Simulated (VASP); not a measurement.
Input of a VASP 6.6.1 run:

Contents of INCAR:

```
  PREC = Accurate
  ENCUT = 520
  EDIFF = 1E-6
  ISMEAR = 0
  SIGMA = 0.15
  LREAL = False
  LASPH = True
  NELM = 80
  ALGO = Normal
  ISIF = 2
  LWAVE = False
  LCHARG = False
  GGA = PS
  NBANDS = 36
```

File KPOINTS:

```
regular mesh
0
Gamma
  14 14 14
```

The input POSCAR:

```
TiO
1.0
    4.5276880486      0.0000000000      0.0000000000
    0.0000000000      4.5276880486      0.0000000000
    0.0000000000      0.0000000000      3.2010754503
Ti O
3 3
Direct
    0.5000000000      0.5000000000      0.0000000000
    0.0000000000      0.5000000000      0.5000000000
    0.5000000000      0.0000000000      0.5000000000
    0.0000000000      0.5000000000      0.0000000000
    0.5000000000      0.0000000000      0.0000000000
    0.0000000000      0.0000000000      0.5000000000
```

Potentials or basis: VASP PAW PBE potentials, release 64 (Ti_sv, O).

Run with:

```sh
$ cat potpaw_PBE.64/Ti_sv/POTCAR potpaw_PBE.64/O/POTCAR > POTCAR
$ mpirun -np 1 vasp_std > vasp.out
```

Task: Predict the pressure.

Result: 61.0 GPa.

Task: Predict the band gap on the k mesh.

Result: Zero (band 27 reaches 9.39 eV, above the bottom of band 28 at 7.34 eV).

Stress tensor (GPa, compression positive):
```
-19.65   0.00   0.00
  0.00 -19.65   0.00
  0.00   0.00 222.21
```

Caveat: the PAW data sets were made with another functional, which shifts forces and pressure a little; semilocal functionals often make such compounds metallic where correlation or magnetic order opens a gap, which also shifts bond lengths.
